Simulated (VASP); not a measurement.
Runs of VASP 6.6.1 on Mg. The structure is that of space group Im-3m (No. 229), or close to it. The cells are those of the table. This isn't the form of Mg at room conditions, which is hcp.

```tsv
task	cell	k mesh	cutoff (eV)	gap on the mesh (eV)	pressure (GPa)
single point	a = 2.506 Å, angles 109.5°, 1 atom	28 × 28 × 28	520	none	76.8
relaxation of cell and atoms	relaxed to 30 GPa from a = 2.599 Å, angles 109.5°, 1 atom	28 × 28 × 28	600	none	30.0
single point	a = 3.079 Å, angles 109.5°, 1 atom	28 × 28 × 28	520	none	(a)
relaxation of cell and atoms	relaxed to 12 GPa from a = 2.866 Å, angles 109.5°, 1 atom	28 × 28 × 28	600	none	12.0
single point	a = 3.071 Å, angles 109.5°, 1 atom	8 × 8 × 8	520	none	0.1
```

Alike in all rows: level PBEsol; potentials or basis VASP PAW PBE potentials, release 64 (Mg); no spin polarisation; smearing gaussian 0.1 eV.

Task: Estimate the missing entries.

Result: (a) 0.0.

Caveats: the PAW data sets were made with another functional, which shifts forces and pressure a little; the cell is relaxed towards a set pressure, so the run minimises the enthalpy, not the energy (at least some runs); the cell stands under pressure (at least some runs).

A gap of «none» marks levels without a gap at the run's occupations.
